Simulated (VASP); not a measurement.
Set up this calculation in VASP 6.6.1, as the native input.

```yaml
Task: electric field gradients
Functional: LDA
Potentials_or_basis: VASP PAW LDA potentials, release 64 (Sr_sv, Mg)
Cutoff: 520 eV
k_mesh: 9 × 9 × 9
Occupations: fermi-dirac, width 0.05 eV
Spin: no spin polarisation
Dipole_correction: no
Further_INCAR_settings: ALGO = Normal; EDIFF = 1e-08; NBANDS = 13
```

The structure of SrMg lies in POSCAR:

```
SrMg
1.0
    3.4628256068      0.0000000000      0.0000000000
    0.0000000000      3.4628256068      0.0000000000
    0.0000000000      0.0000000000      3.4628256068
Sr Mg
1 1
Direct
    0.5000000000      0.5000000000      0.5000000000
    0.0000000000      0.0000000000      0.0000000000
```

The input as run:

INCAR

```
SYSTEM = SrMg
PREC = Accurate ; ENCUT = 520
EDIFF = 1E-8 ; ISMEAR = -1
SIGMA = 0.05 ; LREAL = .FALSE.
LASPH = .TRUE. ; NELM = 80
ALGO = Normal ; ISIF = 2
LWAVE = .FALSE. ; LCHARG = .FALSE.
GGA = CA ; LEFG = .TRUE.
NBANDS = 13
```

KPOINTS

```
Automatic mesh
0
G
  9 9 9
  0 0 0
```

Potentials or basis: VASP PAW LDA potentials, release 64 (Sr_sv, Mg).

Run with:

```sh
$ cat potpaw_LDA.64/Sr_sv/POTCAR potpaw_LDA.64/Mg/POTCAR > POTCAR
$ mpirun -np 1 vasp_std > vasp.out
```

It gave:

* Pressure: 25.9 GPa
* Band gap on the k mesh: zero (bands 6 and 7 overlap by 1.92 eV)
* Largest electric field gradient by atom: under 0.05 V/Å² on every atom

Caveat: the cell stands under pressure.

Run time: 33 s on 1 thread of Intel Xeon 8259CL (shared host), peak memory 0.15 GiB.
